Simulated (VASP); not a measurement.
Here is a VASP 6.6.1 calculation.

The input INCAR:

```
SYSTEM = Cr
PREC = Accurate
ENCUT = 520
EDIFF = 1E-6
ISMEAR = 0
SIGMA = 0.15
LREAL = .FALSE.
LASPH = .TRUE.
NELM = 60
ALGO = Fast
ISIF = 2
LWAVE = .FALSE.
LCHARG = .FALSE.
GGA = PS
NBANDS = 12
```

File KPOINTS:

```
Automatic mesh
0
G
  24 24 24
  0 0 0
```

The input POSCAR:

```
Cr
1.0
   -0.5817496605      1.5998115663      1.5998115663
    1.5998115663     -0.5817496605      1.5998115663
    1.5998115663      1.5998115663     -0.5817496605
Cr
1
Direct
    0.0000000000      0.0000000000      0.0000000000
```

Potentials or basis: VASP PAW PBE potentials, release 64 (Cr_pv).

Launch:

```sh
$ cat potpaw_PBE.64/Cr_pv/POTCAR > POTCAR
$ mpirun -np 1 vasp_std > vasp.out
```

**Question.** Estimate the band gap on the k mesh.

**Answer.** Zero (band 6 reaches 11.03 eV, above the bottom of band 7 at 9.27 eV).

**Question.** Estimate the pressure.

**Answer.** -7.1 GPa.

Stress tensor (GPa, compression positive):
```
-7.11 11.39 11.39
11.39 -7.11 11.39
11.39 11.39 -7.11
```

Caveat: the PAW data sets were made with another functional, which shifts forces and pressure a little; the run has no spin polarisation, though such a crystal can be magnetic. Spin polarisation is off, so any magnetic state and its effect on volume and gap are missing.
